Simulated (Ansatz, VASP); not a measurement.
## Two plane-wave programs on Be

```
Be
1.0
    -1.27736    1.27736    1.27736
     1.27736   -1.27736    1.27736
     1.27736    1.27736   -1.27736
Be
1
Direct
  0.00000 0.00000 0.00000
```

Alike in both runs: task single point; functional PBEsol; k mesh 24 × 24 × 24; occupations gaussian, width 0.1 eV; no spin polarisation.

|  | VASP | Ansatz |
| --- | --- | --- |
| version | VASP 6.6.1 | Ansatz 0.2.0 |
| potentials or method | VASP PAW PBE potentials, release 64 (Be), cutoff 520 eV | scalar-relativistic, plane waves, PAW |
| valence electrons in the cell | 2 | 2 |

|  | VASP | Ansatz | Ansatz less VASP |
| --- | --- | --- | --- |
| gap on the k mesh at the Fermi level (eV) | none | none | - |
| pressure (GPa) | -7.8 | -8.1 | -0.31 |

VASP's potentials were made for PBE, not for PBEsol. A gap of «none» marks a metal or a gap that the smearing closes.
